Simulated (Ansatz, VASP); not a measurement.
Two plane-wave programs on MgS

```
Mg S
1.0
     0.00000    2.60165    2.60165
     2.60165    0.00000    2.60165
     2.60165    2.60165    0.00000
Mg S
1 1
Direct
  0.00000 0.00000 0.00000
  0.50000 0.50000 0.50000
```

Alike in both runs: task single point; functional PBE; k mesh 8 × 8 × 8; occupations fermi-dirac, width 0.1 eV; no spin polarisation.

|  | VASP | Ansatz |
| --- | --- | --- |
| version | VASP 6.6.1 | Ansatz 0.2.0 |
| potentials or method | VASP PAW PBE potentials, release 64 (Mg, S), cutoff 600 eV | scalar-relativistic, plane waves, PAW |
| valence electrons in the cell | 8 | 16 |

|  | VASP | Ansatz | Ansatz less VASP |
| --- | --- | --- | --- |
| pressure (GPa) | 0.9 | 1.2 | +0.28 |

With one functional, cell and mesh, what is left measures potentials, basis and numerics. VASP's potentials hold 8 valence electrons a cell and Ansatz's 16, so a difference there can come from the potentials and not from the codes.
